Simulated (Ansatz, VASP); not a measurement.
## One calculation of BaTiO3, two programs

File INCAR:

```
PREC = Accurate
ENCUT = 1340
EDIFF = 1E-6
ISMEAR = 0
SIGMA = 0.05
LREAL = F
LASPH = T
NELM = 120
ALGO = Normal
ISIF = 2
LWAVE = F
LCHARG = T
GGA = PE
LELF = T
LVHAR = T
NBANDS = 28
GGA_COMPAT = F
```

Contents of KPOINTS:

```
regular mesh
0
Gamma
  8 8 6
```

File POSCAR:

```
BaTiO3
1.0
    3.9255733564      0.0000000000      0.0000000000
    0.0000000000      3.9255733564      0.0000000000
    0.0000000000      0.0000000000      4.3278614634
Ba Ti O
1 1 3
Direct
    0.0000000000      0.0000000000      0.9863187693
    0.5000000000      0.5000000000      0.4690806688
    0.5000000000      0.5000000000      0.0378497747
    0.5000000000      0.0000000000      0.5173753936
    0.0000000000      0.5000000000      0.5173753936
```

Input for Ansatz:

```yaml
crystal:
  lattice:
    - [3.9255733564, 0.0, 0.0]
    - [0.0, 3.9255733564, 0.0]
    - [0.0, 0.0, 4.3278614634]
  atoms:
    - { symbol: Ba, position: [0.0, 0.0, 0.9863187693] }
    - { symbol: Ti, position: [0.5, 0.5, 0.4690806688] }
    - { symbol: O, position: [0.5, 0.5, 0.0378497747] }
    - { symbol: O, position: [0.5, 0.0, 0.5173753936] }
    - { symbol: O, position: [0.0, 0.5, 0.5173753936] }
basis:
  ecutwfc: 420
kpoints:
  mp_grid: { grid: [8, 8, 6] }
hamiltonian:
  xc: pbe
scf:
  occupations: { method: gaussian, width: 0.05 }
output:
  forces: true
  stress: true
  eigenvalues: true
```

Change from the starting cell: strain -0.015 along x and y, +0.030 along z, atoms carried along.

Alike in both runs: task single point; functional PBE; k mesh 8 × 8 × 6; occupations gaussian, width 0.05 eV; no spin polarisation.

|  | VASP | Ansatz |
| --- | --- | --- |
| version | VASP 6.6.1 | Ansatz 0.2.0 |
| potentials or method | VASP PAW PBE potentials, release 64 (Ba_sv, Ti_sv, O_h), cutoff 1340 eV | scalar-relativistic, plane waves, PAW |
| valence electrons in the cell | 40 | 40 |

|  | VASP | Ansatz | Ansatz less VASP |
| --- | --- | --- | --- |
| gap on the k mesh at the Fermi level (eV) | 1.78 | 1.82 | +0.041 |
| least direct gap on the mesh (eV) | 2.42 | 2.45 | +0.025 |
| pressure (GPa) | 2.0 | 0.7 | -1.38 |
| traceless stress, the component that is largest in VASP (GPa) | -5.05 | -4.85 | +0.202 |
| rms of the force components (eV/Å) | 0.235 | 0.243 | +0.0080 |

Atom by atom the forces differ by 0.014 eV/Å (rms over components).

Spin-orbit coupling is off throughout.
